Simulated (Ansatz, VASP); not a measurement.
## MoPb2 in VASP and in Ansatz

```
CELL_PARAMETERS angstrom
5.33602 0.00000 0.00000
-2.66801 4.62113 0.00000
0.00000 0.00000 2.95688
ATOMIC_POSITIONS crystal
Mo 0.00000 0.00000 0.00000
Pb 0.33333 0.66667 0.50000
Pb 0.66667 0.33333 0.50000
```

Alike in both runs: functional PBE; k mesh 12 × 12 × 16; occupations gaussian, width 0.1 eV; no spin polarisation.

Ansatz relaxed the structure, and its values are those at the end. VASP's run is a single point on that final structure, the one shown.

|  | VASP | Ansatz |
| --- | --- | --- |
| version | VASP 6.6.1 | Ansatz 0.2.0 |
| potentials or method | VASP PAW PBE potentials, release 64 (Mo_sv, Pb_d), cutoff 520 eV | scalar-relativistic, plane waves, PAW |
| valence electrons in the cell | 42 | 42 |

|  | VASP | Ansatz | Ansatz less VASP |
| --- | --- | --- | --- |
| gap on the k mesh at the Fermi level (eV) | none | none | - |
| pressure (GPa) | 0.0 | 0.0 | -0.01 |

A gap of «none» marks a metal or a gap that the smearing closes. With one functional, cell and mesh, what is left measures potentials, basis and numerics.

Neither program's run includes spin-orbit coupling.
